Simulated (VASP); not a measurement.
# K (Pm-3m) in VASP: further runs

K is run at these levels: PBE; tasks: single point.

Everything below comes from runs of VASP 6.6.1. Logs are shortened: lines on timing, memory, paths and dates and some standing lists are left out, and cuts for length are marked.

### Step 1. The cell of the first run

It takes space group Pm-3m (No. 221, cubic). The conventional cell has a = 3.094 Å, b = 3.094 Å, c = 3.094 Å, α = 90.00°, β = 90.00°, γ = 90.00°. K (site symmetry m-3m) has 6 K at 3.09 Å within 4.1 Å.

### Step 2. Single point, PBE

The input, INCAR:

```
ALGO = Normal
EDIFF = 1E-6
ENCUT = 520
GGA = PE
ISIF = 2
ISMEAR = -1
LASPH = T
LCHARG = F
LREAL = F
LWAVE = F
NBANDS = 10
NELM = 80
PREC = Accurate
SIGMA = 0.1
```

The input, KPOINTS:

```
k-points
0
Gamma
  12 12 12
```

The input, POSCAR:

```
K
1.0
    3.0938651113      0.0000000000      0.0000000000
    0.0000000000      3.0938651113      0.0000000000
    0.0000000000      0.0000000000      3.0938651113
K
1
Direct
    0.0000000000      0.0000000000      0.0000000000
```

Potentials or basis: VASP PAW PBE potentials, release 64 (K_sv).

Launch:

```console
$ cat potpaw_PBE.64/K_sv/POTCAR > POTCAR
$ mpirun -np 1 vasp_std > vasp.out
```

OUTCAR:

```text
EDIFF = 1E-6
   ENCUT = 520
   GGA = PE
   ISIF = 2
   ISMEAR = -1
   LASPH = T
   LREAL = F
   NELM = 80
   PREC = Accurate

 ion  position               nearest neighbor table
   1  0.000  0.000  0.000-

  LATTYP: Found a simple cubic cell.
 ALAT       =     3.0938651113

  Lattice vectors:

 A1 = (   3.0938651113,   0.0000000000,   0.0000000000)
 A2 = (   0.0000000000,   3.0938651113,   0.0000000000)
 A3 = (   0.0000000000,   0.0000000000,   3.0938651113)

Analysis of symmetry for initial positions (statically):
=====================================================================
 Subroutine PRICEL returns:
 Original cell was already a primitive cell.

 Routine SETGRP: Setting up the symmetry group for a
 simple cubic supercell.

 Subroutine GETGRP returns: Found 48 space group operations
 (whereof 48 operations were pure point group operations)
 out of a pool of 48 trial point group operations.

The static configuration has the point symmetry O_h .

Analysis of symmetry for dynamics (positions and initial velocities):
=====================================================================
 Subroutine PRICEL returns:
 Original cell was already a primitive cell.

 Routine SETGRP: Setting up the symmetry group for a
 simple cubic supercell.

 Subroutine GETGRP returns: Found 48 space group operations
 (whereof 48 operations were pure point group operations)
 out of a pool of 48 trial point group operations.

The dynamic configuration has the point symmetry O_h .

 Subroutine INISYM returns: Found 48 space group operations
 (whereof 48 operations are pure point group operations),
 and found     1 'primitive' translations

----------------------------------------------------------------------------------------

                                     Primitive cell

  volume of cell :      29.6145

  direct lattice vectors                    reciprocal lattice vectors
     3.093865111  0.000000000  0.000000000     0.323220297  0.000000000  0.000000000
     0.000000000  3.093865111  0.000000000     0.000000000  0.323220297  0.000000000
     0.000000000  0.000000000  3.093865111     0.000000000  0.000000000  0.323220297

  length of vectors
     3.093865111  3.093865111  3.093865111     0.323220297  0.323220297  0.323220297

  position of ions in fractional coordinates (direct lattice)
     0.000000000  0.000000000  0.000000000
[... 73 lines left out ...]
   LASPH  =      T    aspherical Exc in radial PAW
   ENCUT  =  520.0 eV  38.22 Ry    6.18 a.u.   5.75  5.75  5.75*2*pi/ulx,y,z
   NELM   =     80;   NELMIN=  2; NELMDL= -5     # of ELM steps
   EDIFF  = 0.1E-05   stopping-criterion for ELM
   LREAL  =      F    real-space projection
   EDIFFG = 0.1E-04   stopping-criterion for IOM
   NSW    =      0    number of steps for IOM
   IBRION =     -1    ionic relax: 0-MD 1-quasi-New 2-CG
   NFREE  =      0    steps in history (QN), initial steepest desc. (CG)
   ISIF   =      2    stress and relaxation
   ISYM   =      2    0-nonsym 1-usesym 2-fastsym
   POTIM  = 0.5000    time-step for ionic-motion
   TEBEG  =    0.0;   TEEND  =   0.0 temperature during run
   PSTRESS=    0.0 pullay stress
   NELECT =       9.0000    total number of electrons
   NUPDOWN=      -1.0000    fix difference up-down
   EMIN   =  10.00;   EMAX   =-10.00  energy-range for DOS
   EFERMI =   0.00;   METHOD = LEGACY
   ISMEAR =    -1;   SIGMA  =   0.10  broadening in eV -4-tet -1-fermi 0-gaus
   EFERMI_NEDOS =   21; number of points for ismear=-14 and -15
   IALGO  =     38    algorithm
   IMIX   =      4    mixing-type and parameters
     AMIX     =   0.40;   BMIX     =  1.00
     AMIX_MAG =   1.60;   BMIX_MAG =  1.00
  volume/ion in A,a.u.               =      29.61       199.85
  Fermi-wavevector in a.u.,A,eV,Ry     =   1.100663  2.079951 16.482895  1.211459
  Thomas-Fermi vector in A             =   2.237078
   LORBIT       =      0    0 simple, 1 ext, 2 COOP (PROOUT), +10 PAW based schemes
   GGA     = PE    functional components
   LHFCALC =     F    Hartree Fock is set to
   AEXX    =    0.0000 exact exchange contribution
   IVDW    =     0    specifies the selected vdW correction
   LEPSILON=     F    determine dielectric tensor
   LRPA    =     F    only Hartree local field effects (RPA)
 non-spin polarized calculation
  energy-cutoff  :      520.00
  volume of cell :       29.61
 maximum number of plane-waves:       840
 NGX is ok and might be reduce to    24
   NGX = 11   NGY = 11   NGZ = 11

 number of electron       9.0000003 magnetization

 Free energy of the ion-electron system (eV)
  ---------------------------------------------------
  ext. energy  EPLUGINS =         0.00000000
  ---------------------------------------------------
  free energy    TOTEN  =         0.17742040 eV

  energy without entropy =        0.22244953  energy(sigma->0) =        0.19993497

 E-fermi :   2.9318     XC(G=0):  -8.4314

 val. band max:        2.9313733653   @ k =   0.4167   0.0833   0.0000
 cond. band min:       2.9462803887   @ k =   0.4167   0.4167   0.1667
 fundamental gap:      0.0149070234
 Fermi energy:         2.9317916906

 k-point     1 :       0.0000    0.0000    0.0000
  band No.  band energies     occupation
      1     -29.7014      2.00000
      2     -12.4965      2.00000
      3     -12.4965      2.00000
      4     -12.4965      2.00000
      5      -0.1741      2.00000
      6       5.3524      0.00000
      7       5.3524      0.00000
      8      11.8512      0.00000
      9      11.8512      0.00000
     10      11.8512      0.00000
[... 287 lines left out ...]
 k-point    24 :       0.4167    0.3333    0.0000
  band No.  band energies     occupation
      1     -29.3976      2.00000
      2     -13.5870      2.00000
      3     -13.3240      2.00000
      4     -12.2848      2.00000
      5       2.8433      1.41563
      6       5.5982      0.00000
      7       8.0155      0.00000
      8       8.4618      0.00000
      9       9.4805      0.00000
     10      10.0549      0.00000

 [... further k-points ...]
[... 5 lines left out ...]
  --------------------------------------------------------------------------------------
  -------------------------------------------------------------------------------------
  Total        2.6044089      2.6044089      2.6044089     -0.0000000     -0.0000000      0.0000000
  in kB      140.9015048    140.9015048    140.9015048     -0.0000000     -0.0000000      0.0000000
  external PRESSURE =     140.9015048 kB  Pullay stress =       0.0000000 kB

 VOLUME and BASIS-vectors are now :
 -----------------------------------------------------------------------------
  energy-cutoff  :      520.00
  volume of cell :       29.61
      direct lattice vectors                 reciprocal lattice vectors
     3.093865111  0.000000000  0.000000000     0.323220297  0.000000000  0.000000000
     0.000000000  3.093865111  0.000000000     0.000000000  0.323220297  0.000000000
     0.000000000  0.000000000  3.093865111     0.000000000  0.000000000  0.323220297

 POSITION                                       TOTAL-FORCE (eV/Angst)
 -----------------------------------------------------------------------------------
      0.00000      0.00000      0.00000         0.000000      0.000000      0.000000
 -----------------------------------------------------------------------------------
    total drift:                                0.000000     -0.000000     -0.000000

  FREE ENERGIE OF THE ION-ELECTRON SYSTEM (eV)
  ---------------------------------------------------
  free  energy   TOTEN  =         0.1774204033 eV

  energy  without entropy=        0.2224495267  energy(sigma->0) =        0.19993497
```

OSZICAR:

```text
N       E                     dE             d eps       ncg     rms          rms(c)
DAV:   1     0.525475762395E+02    0.52548E+02   -0.42060E+03  1688   0.791E+02
DAV:   2     0.161367978985E+01   -0.50934E+02   -0.49821E+02  1822   0.215E+02
DAV:   3     0.198159299938E+00   -0.14155E+01   -0.14078E+01  2336   0.295E+01
DAV:   4     0.163437016605E+00   -0.34722E-01   -0.34639E-01  2062   0.426E+00
DAV:   5     0.161551068364E+00   -0.18859E-02   -0.18853E-02  2452   0.669E-01    0.591E+00
DAV:   6     0.175300936610E+00    0.13750E-01   -0.27544E-02  1862   0.135E+00    0.386E+00
DAV:   7     0.176691601731E+00    0.13907E-02   -0.39037E-02  2042   0.143E+00    0.338E-01
DAV:   8     0.177422377557E+00    0.73078E-03   -0.48097E-03  1862   0.743E-01    0.107E-01
DAV:   9     0.177422583787E+00    0.20623E-06   -0.11735E-04  2242   0.928E-02    0.384E-02
DAV:  10     0.177420172989E+00   -0.24108E-05   -0.11630E-05  1926   0.284E-02    0.137E-02
DAV:  11     0.177420403321E+00    0.23033E-06   -0.58459E-07  1090   0.957E-03
   1 F= 0.17742040E+00 E0= 0.19993497E+00  d E =-.450291E-01
```

It took 7.7 s on 1 thread of AMD EPYC 9R45 (Zen 5), shared host; peak memory 0.12 GiB.

Results:

| Quantity | Value |
| --- | --- |
| Free energy | 0.1774 eV |
| Pressure | 14.1 GPa |

### Step 3. Single point, PBE

The input, INCAR:

```
SYSTEM = K
ALGO = Normal
EDIFF = 1E-6
ENCUT = 520
GGA = PE
ISIF = 2
ISMEAR = -1
LASPH = .True.
LCHARG = .False.
LREAL = .False.
LWAVE = .False.
NBANDS = 10
NELM = 100
PREC = Accurate
SIGMA = 0.1
```

The input, KPOINTS:

```
k-points
0
Gamma
  12 12 12
  0 0 0
```

The input, POSCAR:

```
K
1.0
    3.0938651112      0.0000000000      0.0000000000
    0.0000000000      3.0938651112      0.0000000000
    0.0000000000      0.0000000000      3.0938651112
K
1
Direct
    0.0000000000      0.0000000000      0.0000000000
```

Potentials or basis: VASP PAW PBE potentials, release 64 (K_sv).

Launch:

```console
$ cat potpaw_PBE.64/K_sv/POTCAR > POTCAR
$ mpirun -np 1 vasp_std > vasp.out
```

Run time: 7.8 s. Hardware: 1 thread of AMD EPYC 9R45 (Zen 5), shared host; peak memory 0.12 GiB.

Results (log left out):

* Free energy: 0.1774 eV
* Pressure: 14.1 GPa

Levels at points of the mesh, in eV from the Fermi level:
| k point | band 2 | band 3 | band 4 | band 5 | band 6 | band 7 | band 8 | band 9 |
| --- | --- | --- | --- | --- | --- | --- | --- | --- |
| (0.00, 0.00, 0.00) | -15.43 | -15.43 | -15.43 | -3.11 | 2.42 | 2.42 | 8.92 | 8.92 |
| (0.50, 0.00, 0.00) | -16.79 | -15.30 | -15.30 | 0.72 | 1.13 | 3.47 | 5.85 | 5.85 |
| (0.50, 0.50, 0.00) | -16.53 | -16.53 | -15.18 | -0.50 | 3.52 | 5.64 | 5.64 | 6.66 |
| (0.50, 0.50, 0.50) | -16.31 | -16.31 | -16.31 | 1.53 | 1.53 | 1.53 | 5.93 | 10.87 |
